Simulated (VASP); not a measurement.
Here is a VASP 6.6.1 calculation.

INCAR

```
SYSTEM = Sn
  PREC = Accurate
  ENCUT = 520
  EDIFF = 1E-6
  ISMEAR = -1
  SIGMA = 0.05
  LREAL = .FALSE.
  LASPH = .TRUE.
  NELM = 80
  ALGO = Fast
  ISIF = 2
  LWAVE = .FALSE.
  LCHARG = .FALSE.
  GGA = CA
  NBANDS = 13
```

File KPOINTS:

```
Automatic mesh
0
G
  10 10 10
  0 0 0
```

File POSCAR:

```
Sn
1.0
   -2.0291894110      2.0291894110      1.6607599896
    2.0291894110     -2.0291894110      1.6607599896
    2.0291894110      2.0291894110     -1.6607599896
Sn
1
Direct
    0.0000000000      0.0000000000      0.0000000000
```

Potentials or basis: VASP PAW LDA potentials, release 64 (Sn_d).

Run with:

```console
$ cat potpaw_LDA.64/Sn_d/POTCAR > POTCAR
$ mpirun -np 1 vasp_std > vasp.out
```

**Question.** Estimate the band gap on the k mesh.

**Answer.** Zero (band 7 reaches 14.38 eV, above the bottom of band 8 at 5.71 eV).

**Question.** What does it give for the pressure?

**Answer.** -3.2 GPa.

Stress tensor (GPa, compression positive):
```
-3.41  0.00  0.00
 0.00 -3.41  0.00
 0.00  0.00 -2.75
```

Caveat: spin-orbit coupling is left out, which moves the levels of the heavy elements.
